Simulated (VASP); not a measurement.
A run of VASP 6.6.1 is set up as follows.

Contents of INCAR:

```
SYSTEM = HCl
PREC     = Accurate       ! precision mode
ENCUT    = 400            ! plane-wave cutoff, eV
EDIFF    = 1E-6           ! SCF threshold, eV
ISMEAR   = -1             ! smearing method
SIGMA    = 0.05           ! smearing width, eV
LREAL    = .False.        ! projectors in reciprocal space
LASPH    = .True.         ! aspherical terms in the spheres
NELM     = 120            ! most SCF steps
ALGO     = Normal         ! electronic algorithm
ISIF     = 2              ! what is computed and relaxed
LWAVE    = .False.        ! write WAVECAR
LCHARG   = .False.        ! write CHGCAR
GGA      = PE             ! functional
IVDW     = 12             ! dispersion correction
NBANDS   = 56             ! bands
GGA_COMPAT= .False.
```

File KPOINTS:

```
Automatic mesh
0
Gamma
  1 1 1
  0 0 0
```

POSCAR

```
HCl
1.0
    7.9895700000      0.0000000000      0.0000000000
    0.0000000000      7.9895700000      0.0000000000
    0.0000000000      0.0000000000      7.9895700000
Cl H
10 10
Direct
    0.2694012319      0.1789708332      0.2852594070
    0.1088794516      0.6393585637      0.5027930164
    0.6461549245      0.2282851267      0.1366781942
    0.3805085881      0.0711177197      0.8073025207
    0.4862714764      0.8327106465      0.4512257856
    0.7731955537      0.7653853712      0.9964866695
    0.2335920456      0.6352031461      0.0758614043
    0.6288448565      0.4426145587      0.6665690394
    0.8915248255      1.0385790474      0.5357735147
    0.0017522845      0.3158618048      0.8593829205
    0.4154791810      0.2394246499      0.2351190364
    0.0390884616      0.7897671589      0.4957713619
    0.5587034096      0.1503460136      0.0119405675
    0.4315000682     -0.0154826856      0.6847677660
    0.4141399349      0.9558086355      0.3604449301
    0.7631950155      0.6878718129      0.8522361028
    0.0888032773      0.6728897801      0.1422604721
    0.7866005304      0.4657947799      0.6318738055
    0.7427558680      0.9904663205      0.4768592052
    0.0925331401      0.4451053060      0.8958679879
```

Potentials or basis: VASP PAW PBE potentials, release 64 (Cl, H).

The run is started by

```sh
$ cat potpaw_PBE.64/Cl/POTCAR potpaw_PBE.64/H/POTCAR > POTCAR
$ mpirun -np 1 vasp_gam > vasp.out
```

**Question.** Estimate the band gap on the k mesh.

**Answer.** 5.30 eV.

**Question.** What does it give for the largest force?

**Answer.** 1.276 eV/Å.

**Question.** What does it give for the pressure?

**Answer.** -0.6 GPa.

**Question.** What does it give for the dispersion energy per atom?

**Answer.** -0.061 eV.

Stress tensor (GPa, compression positive):
```
-0.54 -0.06 -0.66
-0.06 -0.82  0.06
-0.66  0.06 -0.48
```

Caveat: the k points lie up to 0.79 Å⁻¹ apart.
